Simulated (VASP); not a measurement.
**FeNi3: single point with r2SCAN**

FeNi3:

```
Ni Fe
1.0
     3.54500    0.00000    0.00000
     0.00000    3.54500    0.00000
     0.00000    0.00000    3.54500
Ni Fe
3 1
Direct
  0.50000 0.50000 0.00000
  0.50000 0.00000 0.50000
  0.00000 0.50000 0.50000
  0.00000 0.00000 0.00000
```

```json
{"Program": "VASP 6.6.1", "Task": "single point", "Functional": "r2SCAN", "Potentials or basis": "VASP PAW PBE potentials, release 64 (Ni, Fe)", "Cutoff": "440 eV", "k mesh": "9 × 9 × 9", "Occupations": "methfessel-paxton, width 0.1 eV", "Spin": "collinear spin, ferromagnetic start", "Starting moments": "[1.0, 1.0, 1.0, 3.0] μB"}
```

The pressure is -5.6 GPa and the net moment is 5.25 μB per cell. The site moments are Ni +0.72; Fe +3.19 μB. The valence electrons inside the program's atomic spheres are Ni 9.38; Fe 7.05.

Levels at points of the mesh, in eV from the Fermi level:
Spin up:
| k point | band 17 | band 18 | band 19 | band 20 | band 21 | band 22 | band 23 | band 24 | band 25 | band 26 |
| --- | --- | --- | --- | --- | --- | --- | --- | --- | --- | --- |
| (0.00, 0.00, 0.00) | -1.37 | -1.29 | -1.21 | -1.21 | -1.21 | 2.20 | 2.20 | 2.20 | 8.80 | 8.80 |
Spin down:
```csv
k point,band 14,band 15,band 16,band 17,band 18,band 19
"(0.00, 0.00, 0.00)",0.44,0.44,0.44,1.24,1.24,1.37
```

Run time: 79 s on 2 MPI ranks on Intel(R) Xeon(R) Platinum 8488C (Sapphire Rapids), on a shared host, peak memory 0.18 GiB a rank.

Caveat: the cell stands under tension; the PAW data sets were made with another functional, which shifts forces and pressure a little.
